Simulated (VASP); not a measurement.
# Eu (Pm-3m) in VASP: further runs

The runs below take Eu through single point, with PBE.

All numbers are computed with VASP 6.6.1; they aren't measurements. Logs are shortened: lines on timing, memory, paths and dates and some standing lists are left out, and cuts for length are marked.

### 1 The cell of the first run

Symmetry: Pm-3m, No. 221, cubic system. The conventional cell has a = 2.956 Å, b = 2.956 Å, c = 2.956 Å, α = 90.00°, β = 90.00°, γ = 90.00°. Within 3.9 Å of Eu (site symmetry m-3m) lie 6 Eu at 2.96 Å.

### 2 Single point, PBE, collinear spin, ferromagnetic start (volume scaled by 0.6)

INCAR reads:

```
SYSTEM = Eu
PREC = Accurate
ENCUT = 520
EDIFF = 1E-6
ISMEAR = -1
SIGMA = 0.1
LREAL = .FALSE.
LASPH = .TRUE.
NELM = 150
ALGO = Normal
ISIF = 2
LWAVE = .FALSE.
LCHARG = .FALSE.
ISPIN = 2
MAGMOM = 7
LORBIT = 11
LMAXMIX = 6
GGA = PE
NBANDS = 18
```

KPOINTS reads:

```
Automatic mesh
0
G
  11 11 11
  0 0 0
```

POSCAR reads:

```
Eu
1.0
    2.9559409074      0.0000000000      0.0000000000
    0.0000000000      2.9559409074      0.0000000000
    0.0000000000      0.0000000000      2.9559409074
Eu
1
Direct
    0.0000000000      0.0000000000      0.0000000000
```

Potentials or basis: VASP PAW PBE potentials, release 64 (Eu).

The run is started by

```bash
> cat potpaw_PBE.64/Eu/POTCAR > POTCAR
> mpirun -np 1 vasp_std > vasp.out
```

OUTCAR:

```text
SYSTEM = Eu
   PREC = Accurate
   ENCUT = 520
   EDIFF = 1E-6
   ISMEAR = -1
   LREAL = .FALSE.
   LASPH = .TRUE.
   NELM = 150
   ISIF = 2
   ISPIN = 2
   LORBIT = 11
   GGA = PE

 ion  position               nearest neighbor table
   1  0.000  0.000  0.000-

  LATTYP: Found a simple cubic cell.
 ALAT       =     2.9559409074

  Lattice vectors:

 A1 = (   2.9559409074,   0.0000000000,   0.0000000000)
 A2 = (   0.0000000000,   2.9559409074,   0.0000000000)
 A3 = (   0.0000000000,   0.0000000000,   2.9559409074)

Analysis of symmetry for initial positions (statically):
=====================================================================
 Subroutine PRICEL returns:
 Original cell was already a primitive cell.

 Routine SETGRP: Setting up the symmetry group for a
 simple cubic supercell.

 Subroutine GETGRP returns: Found 48 space group operations
 (whereof 48 operations were pure point group operations)
 out of a pool of 48 trial point group operations.

The static configuration has the point symmetry O_h .

Analysis of symmetry for dynamics (positions and initial velocities):
=====================================================================
 Subroutine PRICEL returns:
 Original cell was already a primitive cell.

 Routine SETGRP: Setting up the symmetry group for a
 simple cubic supercell.

 Subroutine GETGRP returns: Found 48 space group operations
 (whereof 48 operations were pure point group operations)
 out of a pool of 48 trial point group operations.

The dynamic configuration has the point symmetry O_h .

Analysis of structural, dynamic, and magnetic symmetry:
=====================================================================
 Subroutine PRICEL returns:
 Original cell was already a primitive cell.

 Routine SETGRP: Setting up the symmetry group for a
 simple cubic supercell.

 Subroutine GETGRP returns: Found 48 space group operations
 (whereof 48 operations were pure point group operations)
 out of a pool of 48 trial point group operations.

The overall configuration has the point symmetry O_h .

 Subroutine INISYM returns: Found 48 space group operations
 (whereof 48 operations are pure point group operations),
 and found     1 'primitive' translations

----------------------------------------------------------------------------------------

                                     Primitive cell

  volume of cell :      25.8278

  direct lattice vectors                    reciprocal lattice vectors
     2.955940907  0.000000000  0.000000000     0.338301756  0.000000000  0.000000000
     0.000000000  2.955940907  0.000000000     0.000000000  0.338301756  0.000000000
     0.000000000  0.000000000  2.955940907     0.000000000  0.000000000  0.338301756

  length of vectors
     2.955940907  2.955940907  2.955940907     0.338301756  0.338301756  0.338301756

  position of ions in fractional coordinates (direct lattice)
     0.000000000  0.000000000  0.000000000

  ion indices of the primitive-cell ions
   primitive index   ion index
                 1           1

----------------------------------------------------------------------------------------

 KPOINTS: Automatic mesh

Automatic generation of k-mesh.
 Grid dimensions read from file:
 generate k-points for:   11   11   11

 Generating k-lattice:

  Cartesian coordinates                     Fractional coordinates (reciprocal lattice)
     0.030754705  0.000000000  0.000000000     0.090909091  0.000000000  0.000000000
     0.000000000  0.030754705  0.000000000     0.000000000  0.090909091  0.000000000
     0.000000000  0.000000000  0.030754705     0.000000000  0.000000000  0.090909091

  Length of vectors
     0.030754705  0.030754705  0.030754705

  Shift w.r.t. Gamma in fractional coordinates (k-lattice)
     0.000000000  0.000000000  0.000000000

 Subroutine IBZKPT returns following result:
 ===========================================

 Found     56 irreducible k-points:

 Following reciprocal coordinates:
            Coordinates               Weight
  0.000000  0.000000  0.000000      1.000000
  0.090909  0.000000  0.000000      6.000000
  0.181818  0.000000  0.000000      6.000000
  0.272727  0.000000  0.000000      6.000000
  0.363636  0.000000  0.000000      6.000000
  0.454545  0.000000  0.000000      6.000000
[... 16 lines left out ...]
  0.181818  0.090909  0.090909     24.000000
  0.272727  0.090909  0.090909     24.000000
 [... further k-points ...]
   k-points           NKPTS =     56   k-points in BZ     NKDIM =     56   number of bands    NBANDS=     18
   number of dos      NEDOS =    301   number of ions     NIONS =      1
   total plane-waves  NPLWV =  13824
   dimension x,y,z NGX =    24 NGY =   24 NGZ =   24
   dimension x,y,z NGXF=    48 NGYF=   48 NGZF=   48
   ions per type =               1
   NGX,Y,Z   is equivalent  to a cutoff of  13.50, 13.50, 13.50 a.u.
   NGXF,Y,Z  is equivalent  to a cutoff of  27.00, 27.00, 27.00 a.u.
 SYSTEM =  Eu
   PREC   = accura    normal or accurate (medium, high low for compatibility)
   ISTART =      0    job   : 0-new  1-cont  2-samecut
   ICHARG =      2    charge: 1-file 2-atom 10-const
   ISPIN  =      2    spin polarized calculation?
   LNONCOLLINEAR =      F non collinear calculations
   LSORBIT =      F    spin-orbit coupling
   LASPH  =      T    aspherical Exc in radial PAW
   ENCUT  =  520.0 eV  38.22 Ry    6.18 a.u.   5.50  5.50  5.50*2*pi/ulx,y,z
   NELM   =    150;   NELMIN=  2; NELMDL= -5     # of ELM steps
   EDIFF  = 0.1E-05   stopping-criterion for ELM
   LREAL  =      F    real-space projection
   EDIFFG = 0.1E-04   stopping-criterion for IOM
   NSW    =      0    number of steps for IOM
   IBRION =     -1    ionic relax: 0-MD 1-quasi-New 2-CG
   NFREE  =      0    steps in history (QN), initial steepest desc. (CG)
   ISIF   =      2    stress and relaxation
   ISYM   =      2    0-nonsym 1-usesym 2-fastsym
   POTIM  = 0.5000    time-step for ionic-motion
   TEBEG  =    0.0;   TEEND  =   0.0 temperature during run
   PSTRESS=    0.0 pullay stress
   NELECT =      17.0000    total number of electrons
   NUPDOWN=      -1.0000    fix difference up-down
   EMIN   =  10.00;   EMAX   =-10.00  energy-range for DOS
   EFERMI =   0.00;   METHOD = LEGACY
   ISMEAR =    -1;   SIGMA  =   0.10  broadening in eV -4-tet -1-fermi 0-gaus
   EFERMI_NEDOS =   21; number of points for ismear=-14 and -15
   IALGO  =     38    algorithm
   IMIX   =      4    mixing-type and parameters
     AMIX     =   0.40;   BMIX     =  1.00
     AMIX_MAG =   1.60;   BMIX_MAG =  1.00
  volume/ion in A,a.u.               =      25.83       174.29
  Fermi-wavevector in a.u.,A,eV,Ry     =   1.424061  2.691086 27.591948  2.027951
  Thomas-Fermi vector in A             =   2.544593
   LORBIT       =     11    0 simple, 1 ext, 2 COOP (PROOUT), +10 PAW based schemes
   GGA     = PE    functional components
   LHFCALC =     F    Hartree Fock is set to
   AEXX    =    0.0000 exact exchange contribution
   IVDW    =     0    specifies the selected vdW correction
   LEPSILON=     F    determine dielectric tensor
   LRPA    =     F    only Hartree local field effects (RPA)
 spin polarized calculation
  energy-cutoff  :      520.00
  volume of cell :       25.83
 maximum number of plane-waves:       739
 NGX is ok and might be reduce to    24
   NGX = 11   NGY = 11   NGZ = 11

 number of electron      16.9999995 magnetization       7.2189861

 Free energy of the ion-electron system (eV)
  ---------------------------------------------------
  ext. energy  EPLUGINS =         0.00000000
  ---------------------------------------------------
  free energy    TOTEN  =       -10.57132596 eV

  energy without entropy =      -10.52196951  energy(sigma->0) =      -10.54664774

 E-fermi :   4.1143     XC(G=0): -10.9929

 val. band max:        4.1073425691   @ k =   0.4545   0.0000   0.0000
 cond. band min:       4.1186203417   @ k =   0.4545   0.1818   0.0909
 fundamental gap:      0.0112777726
 Fermi energy:         4.1142989735

 spin component 1

 k-point     1 :       0.0000    0.0000    0.0000
  band No.  band energies     occupation
      1     -37.7937      1.00000
      2     -15.3058      1.00000
      3     -15.3058      1.00000
      4     -15.3058      1.00000
      5      -0.1650      1.00000
      6       2.8343      1.00000
[... 10 lines left out ...]
     17      12.6574      0.00000
     18      18.1451      0.00000

 k-point     2 :       0.0909    0.0000    0.0000
  band No.  band energies     occupation
      1     -37.7720      1.00000
      2     -15.5369      1.00000
      3     -15.2863      1.00000
      4     -15.2863      1.00000
      5       0.0933      1.00000
      6       2.8689      1.00000
[... 10 lines left out ...]
     17      12.7006      0.00000
     18      17.1070      0.00000

 k-point     3 :       0.1818    0.0000    0.0000
  band No.  band energies     occupation
      1     -37.7134      1.00000
      2     -16.1162      1.00000
      3     -15.2337      1.00000
      4     -15.2337      1.00000
      5       0.7047      1.00000
      6       2.9479      0.99999
[... 10 lines left out ...]
     17      12.8185      0.00000
     18      15.5205      0.00000

 k-point     4 :       0.2727    0.0000    0.0000
  band No.  band energies     occupation
      1     -37.6351      1.00000
      2     -16.8035      1.00000
      3     -15.1638      1.00000
      4     -15.1638      1.00000
      5       1.4212      1.00000
      6       3.0189      0.99998
[... 375 lines left out ...]
      4     -15.4794      1.00000
      5       0.6215      1.00000
      6       3.0658      0.99997
[... 10 lines left out ...]
     17      11.5911      0.00000
     18      18.1917      0.00000

 k-point    23 :       0.1818    0.0909    0.0909
  band No.  band energies     occupation
      1     -37.6706      1.00000
      2     -16.0706      1.00000
      3     -15.4522      1.00000
      4     -15.4243      1.00000
      5       1.2353      1.00000
      6       3.0791      0.99997
[... 10 lines left out ...]
     17      11.6653      0.00000
     18      16.7246      0.00000

 k-point    24 :       0.2727    0.0909    0.0909
  band No.  band energies     occupation
      1     -37.5927      1.00000
      2     -16.7508      1.00000
      3     -15.3776      1.00000
      4     -15.3511      1.00000
      5       1.9094      1.00000
      6       3.0815      0.99997
[... 10 lines left out ...]
     17      11.8603      0.00000
     18      15.5572      0.00000

 [... further k-points ...]

 spin component 2

 k-point     1 :       0.0000    0.0000    0.0000
  band No.  band energies     occupation
      1     -34.7283      1.00000
      2     -12.8906      1.00000
      3     -12.8906      1.00000
      4     -12.8906      1.00000
      5       0.8149      1.00000
      6       4.3129      0.12068
[... 10 lines left out ...]
     17      14.2098      0.00000
     18      19.3111      0.00000

 k-point     2 :       0.0909    0.0000    0.0000
  band No.  band energies     occupation
      1     -34.7035      1.00000
      2     -13.1534      1.00000
      3     -12.8682      1.00000
      4     -12.8682      1.00000
      5       1.0883      1.00000
      6       4.3863      0.06179
[... 10 lines left out ...]
     17      14.2589      0.00000
     18      18.2881      0.00000

 k-point     3 :       0.1818    0.0000    0.0000
  band No.  band energies     occupation
      1     -34.6362      1.00000
      2     -13.8044      1.00000
      3     -12.8075      1.00000
      4     -12.8075      1.00000
      5       1.7425      1.00000
      6       4.5963      0.00800
[... 10 lines left out ...]
     17      14.3922      0.00000
     18      16.8040      0.00000

 k-point     4 :       0.2727    0.0000    0.0000
  band No.  band energies     occupation
      1     -34.5463      1.00000
      2     -14.5659      1.00000
      3     -12.7268      1.00000
      4     -12.7268      1.00000
      5       2.5401      1.00000
      6       4.9086      0.00036
[... 375 lines left out ...]
      4     -13.0840      1.00000
      5       1.6395      1.00000
      6       4.9117      0.00034
[... 10 lines left out ...]
     17      13.1445      0.00000
     18      19.6197      0.00000

 k-point    23 :       0.1818    0.0909    0.0909
  band No.  band energies     occupation
      1     -34.5874      1.00000
      2     -13.7516      1.00000
      3     -13.0565      1.00000
      4     -13.0203      1.00000
      5       2.2844      1.00000
      6       5.1049      0.00005
[... 10 lines left out ...]
     17      13.2340      0.00000
     18      17.9941      0.00000

 k-point    24 :       0.2727    0.0909    0.0909
  band No.  band energies     occupation
      1     -34.4979      1.00000
      2     -14.5043      1.00000
      3     -12.9695      1.00000
      4     -12.9353      1.00000
      5       3.0387      0.99998
      6       5.3950      0.00000
[... 10 lines left out ...]
     17      13.4471      0.00000
     18      16.9470      0.00000

 [... further k-points ...]
[... 5 lines left out ...]
  --------------------------------------------------------------------------------------
  -------------------------------------------------------------------------------------
  Total        2.3538709      2.3538709      2.3538709      0.0000000      0.0000000     -0.0000000
  in kB      146.0178575    146.0178575    146.0178575      0.0000000      0.0000000     -0.0000000
  external PRESSURE =     146.0178575 kB  Pullay stress =       0.0000000 kB

 VOLUME and BASIS-vectors are now :
 -----------------------------------------------------------------------------
  energy-cutoff  :      520.00
  volume of cell :       25.83
      direct lattice vectors                 reciprocal lattice vectors
     2.955940907  0.000000000  0.000000000     0.338301756  0.000000000  0.000000000
     0.000000000  2.955940907  0.000000000     0.000000000  0.338301756  0.000000000
     0.000000000  0.000000000  2.955940907     0.000000000  0.000000000  0.338301756

 POSITION                                       TOTAL-FORCE (eV/Angst)
 -----------------------------------------------------------------------------------
      0.00000      0.00000      0.00000         0.000000      0.000000      0.000000
 -----------------------------------------------------------------------------------
    total drift:                               -0.000000      0.000000      0.000000

  FREE ENERGIE OF THE ION-ELECTRON SYSTEM (eV)
  ---------------------------------------------------
  free  energy   TOTEN  =       -10.5713259637 eV

  energy  without entropy=      -10.5219695097  energy(sigma->0) =      -10.54664774

 total charge

# of ion       s       p       d       f       tot
--------------------------------------------------
    1        2.089   5.678   0.704   6.551  15.022

 magnetization (x)

# of ion       s       p       d       f       tot
--------------------------------------------------
    1        0.019  -0.094   0.294   6.512   6.732
```

Wall time 31 s (1 thread of Intel Xeon 6975P-C (Granite Rapids), shared host); peak memory 0.18 GiB.

Results:

- Free energy: -10.5713 eV
- Pressure: 14.6 GPa
- Net moment: 7.22 μB per cell
- Site moments: Eu +6.73 μB
- Valence electrons inside the program's atomic spheres: Eu 15.02

Caveat: spin-orbit coupling is left out, which moves the levels of the heavy elements.

### 3 Single point, PBE, collinear spin, ferromagnetic start (volume scaled by 0.7)

INCAR reads:

```
SYSTEM = Eu
  PREC = Accurate
  ENCUT = 520
  EDIFF = 1E-7
  ISMEAR = -1
  SIGMA = 0.1
  LREAL = .FALSE.
  LASPH = .TRUE.
  NELM = 150
  ALGO = Normal
  ISIF = 2
  LWAVE = .FALSE.
  LCHARG = .TRUE.
  ISPIN = 2
  MAGMOM = 7
  LORBIT = 11
  LMAXMIX = 6
  GGA = PE
  LELF = .TRUE.
  LVHAR = .TRUE.
  NBANDS = 18
```

KPOINTS reads:

```
regular mesh
0
G
  11 11 11
  0 0 0
```

POSCAR reads:

```
Eu
1.0
    3.1117976201      0.0000000000      0.0000000000
    0.0000000000      3.1117976201      0.0000000000
    0.0000000000      0.0000000000      3.1117976201
Eu
1
Direct
    0.0000000000      0.0000000000      0.0000000000
```

Potentials or basis: VASP PAW PBE potentials, release 64 (Eu).

The run is started by

```bash
> cat potpaw_PBE.64/Eu/POTCAR > POTCAR
> mpirun -np 1 vasp_std > vasp.out
```

Run time: 29 s. Hardware: 1 thread of Intel Xeon 6975P-C (Granite Rapids), shared host; peak memory 0.18 GiB.

The run converged. Its results:

- Free energy: -10.8531 eV
- Pressure: 7.0 GPa
- Net moment: 7.19 μB per cell
- Site moments: Eu +6.70 μB
- Valence electrons inside the program's atomic spheres: Eu 14.91

Levels at points of the mesh, in eV from the Fermi level:
Spin up:
```csv
k point,band 10,band 11,band 12,band 13,band 14,band 15
"(0.00, 0.00, 0.00)",-0.64,-0.55,-0.55,-0.55,-0.42,7.46
```
Spin down:
```tsv
k point	band 2	band 3	band 4	band 5	band 6	band 7	band 8	band 9
(0.00, 0.00, 0.00)	-17.31	-17.31	-17.31	-3.40	0.48	0.48	4.07	4.07
```

Caveat: spin-orbit coupling is left out, which moves the levels of the heavy elements.

### 4 Single point, PBE, collinear spin, ferromagnetic start (volume scaled by 0.7)

INCAR reads:

```
PREC     = Accurate       # precision mode
ENCUT    = 520            # plane-wave cutoff, eV
EDIFF    = 1E-6           # SCF threshold, eV
ISMEAR   = -1             # smearing method
SIGMA    = 0.1            # smearing width, eV
LREAL    = F              # projectors in reciprocal space
LASPH    = T              # aspherical terms in the spheres
NELM     = 150            # most SCF steps
ALGO     = Normal         # electronic algorithm
ISIF     = 2              # what is computed and relaxed
LWAVE    = F              # write WAVECAR
LCHARG   = T              # write CHGCAR
ISPIN    = 2              # spin polarisation
MAGMOM   = 7              # initial moments
LORBIT   = 11             # projections on sites
LMAXMIX  = 6              # l up to which the mixer works
GGA      = PE             # functional
LELF     = T              # ELF
LVHAR    = T            
NBANDS   = 18             # bands
```

KPOINTS reads:

```
regular mesh
0
Gamma
  11 11 11
```

POSCAR is that of step 3.

The run is started by

```bash
> cat potpaw_PBE.64/Eu/POTCAR > POTCAR
> mpirun -np 1 vasp_std > vasp.out
```

Wall time 27 s (1 thread of Intel Xeon 6975P-C (Granite Rapids), shared host); peak memory 0.18 GiB.

It converged, with:

```yaml
Free_energy: -10.8531 eV
Pressure: 6.9 GPa
Net_moment: 7.19 μB per cell
Site_moments: Eu +6.70 μB
Valence_electrons_inside_the_program's_atomic_spheres: Eu 14.91
```

Levels at points of the mesh, in eV from the Fermi level:
Spin up:
| k point | band 9 | band 10 | band 11 | band 12 | band 13 | band 14 | band 15 | band 16 |
| --- | --- | --- | --- | --- | --- | --- | --- | --- |
| (0.00, 0.00, 0.00) | -0.64 | -0.64 | -0.55 | -0.55 | -0.55 | -0.42 | 7.46 | 7.46 |
Spin down:
```csv
k point,band 1,band 2,band 3,band 4,band 5,band 6,band 7,band 8,band 9,band 10
"(0.00, 0.00, 0.00)",-38.66,-17.31,-17.31,-17.31,-3.40,0.48,0.48,4.07,4.07,4.07
```

Caveat: spin-orbit coupling is left out, which moves the levels of the heavy elements.
